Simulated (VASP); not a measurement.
# Ba2C (P3m1) in VASP: a series of runs

Runs on Ba2C. Level: PBE. Tasks: single point, relaxation of cell and atoms.

All numbers are computed with VASP 6.6.1; they aren't measurements. Logs are shortened: lines on timing, memory, paths and dates and some standing lists are left out, and cuts for length are marked.

## Step 1: The cell of the first run

It takes space group P3m1 (No. 156, trigonal). Conventional cell: a = 5.795 Å, b = 5.795 Å, c = 5.739 Å, α = 90.00°, β = 90.00°, γ = 120.00°. Ba (site symmetry m) has 1 C at 1.92 Å within 2.5 Å. Within 4.1 Å of Ba (site symmetry 3m) lie 6 Ba at 3.14 Å and 6 C at 3.44 to 4.02 Å. Within 2.5 Å of C (site symmetry 3m) lie 3 Ba at 1.92 Å. C (site symmetry 3m) has 6 Ba at 2.63 to 3.44 Å within 3.5 Å.

## Step 2: Single point, PBE

The input, INCAR:

```
PREC = Accurate
ENCUT = 520
EDIFF = 1E-6
ISMEAR = 0
SIGMA = 0.1
LREAL = False
LASPH = True
NELM = 100
ALGO = Normal
ISIF = 2
LWAVE = False
LCHARG = False
GGA = PE
NBANDS = 33
```

The input, KPOINTS:

```
regular mesh
0
Gamma
  3 3 4
```

The input, POSCAR:

```
Ba2C
1.0
    5.7951470200      0.0000000000      0.0000000000
   -2.8975735100      5.0187445400      0.0000000000
    0.0000000000      0.0000000000      5.7389557400
Ba C
4 2
Direct
    0.8281341900      0.1718658100      0.2020438300
    0.8281341900      0.6562683800      0.2020438300
    0.3437316200      0.1718658100      0.2020438300
    0.3333333300      0.6666666700      0.9930079200
    0.6666666700      0.3333333300      0.3822070000
    0.0000000000      0.0000000000      0.8555184000
```

Potentials or basis: VASP PAW PBE potentials, release 64 (Ba_sv, C).

Started as:

```console
> cat potpaw_PBE.64/Ba_sv/POTCAR potpaw_PBE.64/C/POTCAR > POTCAR
> mpirun -np 1 vasp_std > vasp.out
```

OUTCAR:

```text
PREC = Accurate
   ENCUT = 520
   EDIFF = 1E-6
   ISMEAR = 0
   LREAL = False
   LASPH = True
   NELM = 100
   ISIF = 2
   GGA = PE

 ion  position               nearest neighbor table
   1  0.828  0.172  0.202-   5 1.92   6 2.63   3 2.81   2 2.81   3 2.99   2 2.99   4 3.14   4 3.14

   2  0.828  0.656  0.202-   5 1.92   6 2.63   1 2.81   3 2.81   3 2.99   1 2.99   4 3.14   4 3.14

   3  0.344  0.172  0.202-   5 1.92   6 2.63   1 2.81   2 2.81   1 2.99   2 2.99   4 3.14   4 3.14

   4  0.333  0.667  0.993-   2 3.14   3 3.14   1 3.14   1 3.14   2 3.14   3 3.14
   5  0.667  0.333  0.382-   1 1.92   3 1.92   2 1.92
   6  0.000  0.000  0.856-   1 2.63   3 2.63   2 2.63

  LATTYP: Found a hexagonal cell.
 ALAT       =     5.7951470200
 C/A-ratio  =     0.9903037352

  Lattice vectors:

 A1 = (   5.7951470200,   0.0000000000,   0.0000000000)
 A2 = (  -2.8975735100,   5.0187445400,   0.0000000000)
 A3 = (   0.0000000000,   0.0000000000,   5.7389557400)

Analysis of symmetry for initial positions (statically):
=====================================================================
 Subroutine PRICEL returns:
 Original cell was already a primitive cell.

 Routine SETGRP: Setting up the symmetry group for a
 hexagonal supercell.

 Subroutine GETGRP returns: Found  6 space group operations
 (whereof  6 operations were pure point group operations)
 out of a pool of 24 trial point group operations.

The static configuration has the point symmetry C_3v.

Analysis of symmetry for dynamics (positions and initial velocities):
=====================================================================
 Subroutine PRICEL returns:
 Original cell was already a primitive cell.

 Routine SETGRP: Setting up the symmetry group for a
 hexagonal supercell.

 Subroutine GETGRP returns: Found  6 space group operations
 (whereof  6 operations were pure point group operations)
 out of a pool of 24 trial point group operations.

The dynamic configuration has the point symmetry C_3v.

 Subroutine INISYM returns: Found  6 space group operations
 (whereof  6 operations are pure point group operations),
 and found     1 'primitive' translations

----------------------------------------------------------------------------------------

                                     Primitive cell
[... 83 lines left out ...]
   NELM   =    100;   NELMIN=  2; NELMDL= -5     # of ELM steps
   EDIFF  = 0.1E-05   stopping-criterion for ELM
   LREAL  =      F    real-space projection
   EDIFFG = 0.1E-04   stopping-criterion for IOM
   NSW    =      0    number of steps for IOM
   IBRION =     -1    ionic relax: 0-MD 1-quasi-New 2-CG
   NFREE  =      0    steps in history (QN), initial steepest desc. (CG)
   ISIF   =      2    stress and relaxation
   ISYM   =      2    0-nonsym 1-usesym 2-fastsym
   POTIM  = 0.5000    time-step for ionic-motion
   TEBEG  =    0.0;   TEEND  =   0.0 temperature during run
   PSTRESS=    0.0 pullay stress
   NELECT =      48.0000    total number of electrons
   NUPDOWN=      -1.0000    fix difference up-down
   EMIN   =  10.00;   EMAX   =-10.00  energy-range for DOS
   EFERMI =   0.00;   METHOD = LEGACY
   ISMEAR =     0;   SIGMA  =   0.10  broadening in eV -4-tet -1-fermi 0-gaus
   EFERMI_NEDOS =   21; number of points for ismear=-14 and -15
   IALGO  =     38    algorithm
   IMIX   =      4    mixing-type and parameters
     AMIX     =   0.40;   BMIX     =  1.00
     AMIX_MAG =   1.60;   BMIX_MAG =  1.00
  volume/ion in A,a.u.               =      27.82       187.73
  Fermi-wavevector in a.u.,A,eV,Ry     =   1.080582  2.042004 15.886947  1.167658
  Thomas-Fermi vector in A             =   2.216577
   LORBIT       =      0    0 simple, 1 ext, 2 COOP (PROOUT), +10 PAW based schemes
   GGA     = PE    functional components
   LHFCALC =     F    Hartree Fock is set to
   AEXX    =    0.0000 exact exchange contribution
   IVDW    =     0    specifies the selected vdW correction
   LEPSILON=     F    determine dielectric tensor
   LRPA    =     F    only Hartree local field effects (RPA)
 non-spin polarized calculation
 Gauss-broadening in eV      SIGMA  =   0.10
  energy-cutoff  :      520.00
  volume of cell :      166.91
 maximum number of plane-waves:      4521
 NGX is ok and might be reduce to    48
   NGX = 21   NGY = 21   NGZ = 21

 number of electron      48.0000001 magnetization

 Free energy of the ion-electron system (eV)
  ---------------------------------------------------
  ext. energy  EPLUGINS =         0.00000000
  ---------------------------------------------------
  free energy    TOTEN  =        -2.55792381 eV

  energy without entropy =       -2.50431585  energy(sigma->0) =       -2.53111983

 E-fermi :   3.1357     XC(G=0):  -8.9125

 val. band max:        3.1280113939   @ k =   0.3333  -0.0000   0.5000
 cond. band min:       3.1369446893   @ k =   0.3333  -0.0000   0.0000
 fundamental gap:      0.0089332954
 Fermi energy:         3.1356833667

 k-point     1 :       0.0000    0.0000    0.0000
  band No.  band energies     occupation
      1     -26.9150      2.00000
      2     -25.3630      2.00000
      3     -24.5388      2.00000
      4     -24.5388      2.00000
      5     -16.4454      2.00000
      6     -13.5632      2.00000
[... 349 lines left out ...]
     32       6.0020      0.00000
     33       6.4198      0.00000

------------------------ aborting loop because EDIFF is reached ----------------------------------------

  FORCE on cell =-STRESS in cart. coord.  units (eV):
  Direction    XX          YY          ZZ          XY          YZ          ZX
  --------------------------------------------------------------------------------------
  -------------------------------------------------------------------------------------
  Total       48.2028456     48.2028457     15.9000249      0.0000000     -0.0000000     -0.0000000
  in kB      462.6907699    462.6907702    152.6215866      0.0000000     -0.0000000     -0.0000000
  external PRESSURE =     359.3343756 kB  Pullay stress =       0.0000000 kB

 VOLUME and BASIS-vectors are now :
 -----------------------------------------------------------------------------
  energy-cutoff  :      520.00
  volume of cell :      166.91
      direct lattice vectors                 reciprocal lattice vectors
     5.795147020  0.000000000  0.000000000     0.172558176  0.099626509  0.000000000
    -2.897573510  5.018744540  0.000000000     0.000000000  0.199253019  0.000000000
     0.000000000  0.000000000  5.738955740     0.000000000  0.000000000  0.174247728

 POSITION                                       TOTAL-FORCE (eV/Angst)
 -----------------------------------------------------------------------------------
      4.30117      0.86255      1.15952         8.862793     -5.116936     -3.591324
      2.89757      3.29364      1.15952        -0.000000     10.233872     -3.591324
      1.49398      0.86255      1.15952        -8.862793     -5.116936     -3.591324
     -0.00000      3.34583      5.69883        -0.000000      0.000000     -3.785218
      2.89757      1.67291      2.19347        -0.000000      0.000000     14.600687
      0.00000      0.00000      4.90978        -0.000000      0.000000     -0.041498
 -----------------------------------------------------------------------------------
    total drift:                                0.000002     -0.000001      0.001327

  FREE ENERGIE OF THE ION-ELECTRON SYSTEM (eV)
  ---------------------------------------------------
  free  energy   TOTEN  =        -2.5579238056 eV

  energy  without entropy=       -2.5043158475  energy(sigma->0) =       -2.53111983
```

stdout:

```text
POSCAR found type information on POSCAR BaC
 POSCAR found :  2 types and       6 ions
 scaLAPACK will be used
 LDA part: xc-table for (Slater+PW92), standard interpolation
 POSCAR, INCAR and KPOINTS ok, starting setup
 FFT: planning ... GRIDC
 FFT: planning ... GRID_SOFT
 FFT: planning ... GRID
 WAVECAR not read
 entering main loop
```

It took 1.8 min on 1 thread of Oxide Virtual Turin-like, shared host; peak memory 0.29 GiB.

Results:

| Quantity | Value |
| --- | --- |
| Free energy | -2.5579 eV |
| Pressure | 35.9 GPa |
| Largest force | 14.601 eV/Å |
| Band gap on the k mesh | zero (band 24 reaches 3.22 eV, above the bottom of band 25 at 2.99 eV) |

Forces in eV/Å, atoms in the order of the input:
```
Ba   8.863 -5.117 -3.591
Ba   0.000 10.234 -3.591
Ba  -8.863 -5.117 -3.591
Ba   0.000  0.000 -3.785
C    0.000  0.000 14.601
C    0.000  0.000 -0.041
```

Levels at points of the mesh, in eV from the Fermi level:
```
           k point  band 20  band 21  band 22  band 23  band 24  band 25  band 26  band 27  band 28  band 29
(0.00, 0.00, 0.00)    -2.36    -2.36    -1.32    -0.20    -0.20    -0.03     0.10     0.10     1.26     2.49
(0.00, 0.00, 0.50)    -2.32    -2.32    -0.42    -0.30    -0.30    -0.14     0.35     0.35     0.89     2.08
```

Caveat: the k points lie up to 0.42 Å⁻¹ apart; spin-orbit coupling is left out, which moves the levels of the heavy elements; forces of over 1 eV/Å act on the atoms, so gaps and moduli don't describe the material at rest.

## Step 3: Relaxation of cell and atoms, PBE

The input, INCAR:

```
SYSTEM = Ba2C
  PREC = Accurate
  ENCUT = 600
  EDIFF = 1E-6
  ISMEAR = 0
  SIGMA = 0.1
  LREAL = .FALSE.
  LASPH = .TRUE.
  NELM = 80
  ALGO = Normal
  ISIF = 3
  LWAVE = .FALSE.
  LCHARG = .FALSE.
  GGA = PE
  IBRION = 2
  NSW = 90
  EDIFFG = -0.04
```

The input, KPOINTS:

```
Automatic mesh
0
G
  3 3 4
  0 0 0
```

POSCAR is that of step 2.

Potentials or basis: VASP PAW PBE potentials, release 64 (Ba_sv, C).

Started as:

```console
> cat potpaw_PBE.64/Ba_sv/POTCAR potpaw_PBE.64/C/POTCAR > POTCAR
> mpirun -np 1 vasp_std > vasp.out
```

It took 24 min on 1 thread of Oxide Virtual Turin-like, shared host; peak memory 0.33 GiB.

Results (log left out):

| Property | Result |
| --- | --- |
| Free energy | -20.9404 eV |
| Relaxed volume | 33.13 Å³/atom |
| Relaxed cell | a = 7.573 Å, b = 7.573 Å, c = 4.002 Å, α = 90.00°, β = 90.00°, γ = 120.00° |
| Space group after relaxing (to 0.05 Å) | P6/mmm (No. 191) |
| Energy gained by relaxing | 3063.3 meV/atom |
| Ionic steps | 33 |
| Pressure after relaxing | 0.0 GPa |
| Largest force after relaxing | 0.022 eV/Å |
| Band gap on the k mesh | zero (band 24 reaches 2.87 eV, above the bottom of band 25 at 2.13 eV) |

Forces on the atoms (eV/Å):
```
Ba   0.008 -0.005  0.005
Ba   0.000  0.009  0.005
Ba  -0.008 -0.005  0.005
Ba   0.000  0.000 -0.022
C    0.000  0.000  0.001
C    0.000  0.000  0.007
```

Step by step:
| step | energy change (eV) | largest force (eV/Å) | pressure (GPa) | volume (Å³) |
| --- | --- | --- | --- | --- |
| 1 | 0.0000 | 14.5973 | 35.91 | 166.91 |
| 2 | -9.4041 | 4.0359 | -0.32 | 362.28 |
| 3 | -10.8563 | 3.9393 | 4.14 | 249.10 |
| 4 | -10.6019 | 4.4504 | 1.72 | 287.91 |
| 5 | -10.7678 | 4.3572 | 2.44 | 273.35 |
| 6 | -13.3265 | 1.2858 | -1.99 | 317.38 |
| 7 | -13.6742 | 1.1921 | -2.65 | 332.33 |
| 8 | -13.8575 | 0.9737 | -3.74 | 361.73 |
| 9 | -13.8607 | 1.0672 | -3.27 | 348.31 |
| 10 | -15.5392 | 0.6526 | -2.90 | 300.72 |
| 11 | -14.1849 | 2.7388 | 8.93 | 179.54 |
| 12 | -16.5278 | 0.5690 | -1.94 | 261.57 |
| 13 | -16.7446 | 1.3073 | 0.08 | 230.93 |
| 14 | -16.7656 | 1.0649 | -0.62 | 239.68 |
| 15 | -16.9443 | 1.0568 | -0.25 | 231.05 |
| 16 | -17.2568 | 1.4197 | 1.69 | 206.31 |
| 17 | -17.3715 | 1.2392 | 1.43 | 206.23 |
| 18 | -17.6439 | 0.7168 | 0.81 | 205.99 |
| 19 | -17.8726 | 0.5880 | 0.21 | 205.50 |
| 20 | -17.8816 | 0.6470 | 0.22 | 205.41 |
| 21 | -18.0281 | 0.5384 | -0.21 | 206.57 |
| 22 | -18.1437 | 0.5581 | -0.94 | 208.44 |
| 23 | -18.2470 | 0.4905 | -0.22 | 201.31 |
| 24 | -18.2854 | 0.3983 | 0.84 | 193.67 |
| 25 | -18.3287 | 0.2742 | 0.28 | 197.20 |
| 26 | -18.3358 | 0.2574 | -0.01 | 199.41 |
| 27 | -18.3554 | 0.1608 | -0.09 | 199.83 |
| 28 | -18.3709 | 0.0846 | -0.20 | 200.66 |
| 29 | -18.3757 | 0.0630 | 0.16 | 197.76 |
| 30 | -18.3757 | 0.0629 | 0.15 | 197.76 |
| 31 | -18.3782 | 0.0432 | -0.01 | 198.63 |
| 32 | -18.3782 | 0.0423 | -0.02 | 198.68 |
| 33 | -18.3796 | 0.0223 | -0.01 | 198.78 |

Final structure:
```yaml
crystal:
  lattice:
    - [7.57326, 0.00000, 0.00000]
    - [-3.78663, 6.55864, 0.00000]
    - [0.00000, 0.00000, 4.00191]
  atoms:
    - { symbol: Ba, position: [0.83319, 0.16681, 0.22198] }
    - { symbol: Ba, position: [0.83319, 0.66639, 0.22198] }
    - { symbol: Ba, position: [0.33361, 0.16681, 0.22198] }
    - { symbol: Ba, position: [0.33333, 0.66667, 0.72736] }
    - { symbol: C, position: [0.66667, 0.33333, 0.72209] }
    - { symbol: C, position: [0.00000, 0.00000, 0.72149] }
```

Levels at points of the mesh, in eV from the Fermi level:
| k point | band 21 | band 22 | band 23 | band 24 | band 25 | band 26 | band 27 | band 28 |
| --- | --- | --- | --- | --- | --- | --- | --- | --- |
| (0.00, 0.00, 0.00) | -1.69 | -0.98 | 0.36 | 0.36 | 0.44 | 0.78 | 1.00 | 1.00 |
| (0.00, 0.00, 0.50) | -1.32 | 0.26 | 0.26 | 0.26 | 0.62 | 0.62 | 0.71 | 1.43 |

Caveat: the k points lie up to 0.39 Å⁻¹ apart in the final cell; the volume moved by over 15 % at a fixed basis, so the end points are rough; spin-orbit coupling is left out, which moves the levels of the heavy elements.

## Step 4: Single point, PBE, collinear spin, ferromagnetic start

The input, INCAR:

```
PREC = Accurate
ENCUT = 520
EDIFF = 1E-7
ISMEAR = 0
SIGMA = 0.1
LREAL = F
LASPH = T
NELM = 150
ALGO = Normal
ISIF = 2
LWAVE = F
LCHARG = F
ISPIN = 2
MAGMOM = 0 0 0 0 1 1
LORBIT = 11
GGA = PE
NBANDS = 37
```

The input, KPOINTS:

```
regular mesh
0
Gamma
  3 3 4
```

POSCAR is that of step 3.

Started as:

```console
> cat potpaw_PBE.64/Ba_sv/POTCAR potpaw_PBE.64/C/POTCAR > POTCAR
> mpirun -np 1 vasp_std > vasp.out
```

It took 5 min on 1 thread of Oxide Virtual Turin-like, shared host; peak memory 0.4 GiB.

The run converged. Its results:

- Free energy: -2.5705 eV
- Pressure: 36.2 GPa
- Largest force: 14.650 eV/Å
- Net moment: 1.12 μB per cell
- Site moments: Ba +0.11, +0.15; C -0.00, +0.12 μB
- Valence electrons inside the program's atomic spheres: Ba 9.13, 8.29; C 2.67, 2.12

Forces in eV/Å, atoms in the order of the input:
```
Ba   8.831 -5.099 -3.589
Ba   0.000 10.197 -3.589
Ba  -8.831 -5.099 -3.589
Ba   0.000  0.000 -3.803
C    0.000  0.000 14.650
C    0.000  0.000 -0.080
```

Stress tensor (GPa, compression positive):
```
46.53  0.00  0.00
 0.00 46.53  0.00
 0.00  0.00 15.40
```

Levels at points of the mesh, in eV from the Fermi level:
Spin up:
```tsv
k point	band 21	band 22	band 23	band 24	band 25	band 26	band 27	band 28
(0.00, 0.00, 0.00)	-2.44	-1.41	-0.37	-0.37	-0.27	0.01	0.01	1.11
(0.00, 0.00, 0.50)	-2.40	-0.51	-0.46	-0.46	-0.32	0.27	0.27	0.67
```
Spin down:
| k point | band 20 | band 21 | band 22 | band 23 | band 24 | band 25 | band 26 | band 27 |
| --- | --- | --- | --- | --- | --- | --- | --- | --- |
| (0.00, 0.00, 0.00) | -2.32 | -2.32 | -1.29 | -0.10 | -0.10 | 0.15 | 0.15 | 0.19 |
| (0.00, 0.00, 0.50) | -2.28 | -2.28 | -0.40 | -0.19 | -0.19 | -0.01 | 0.41 | 0.41 |

Caveat: the k points lie up to 0.42 Å⁻¹ apart; spin-orbit coupling is left out, which moves the levels of the heavy elements; forces of over 1 eV/Å act on the atoms, so gaps and moduli don't describe the material at rest.

## Step 5: Summary

```tsv
task	spin	cell	cutoff (eV)	gap on the mesh (eV)	pressure (GPa)	largest force (eV/Å)
single point	off	as given	520	none	35.9	14.60
relaxation of cell and atoms	off	relaxed	600	none	0.0	0.02
single point	collinear, ferromagnetic start	as given	520	none	36.2	14.65
```

Alike in all rows: level PBE; potentials or basis VASP PAW PBE potentials, release 64 (Ba_sv, C); k mesh 3 × 3 × 4; smearing gaussian 0.1 eV.

Caveats: all runs use coarse meshes; spin-orbit coupling is left out, which moves the levels of the heavy elements; forces of over 1 eV/Å act on the atoms, so gaps and moduli don't describe the material at rest (some runs); the volume moved by over 15 % at a fixed basis, so the end points are rough (some runs).

Total energies depend on the potentials used, so only differences within one code and one set of settings carry meaning.
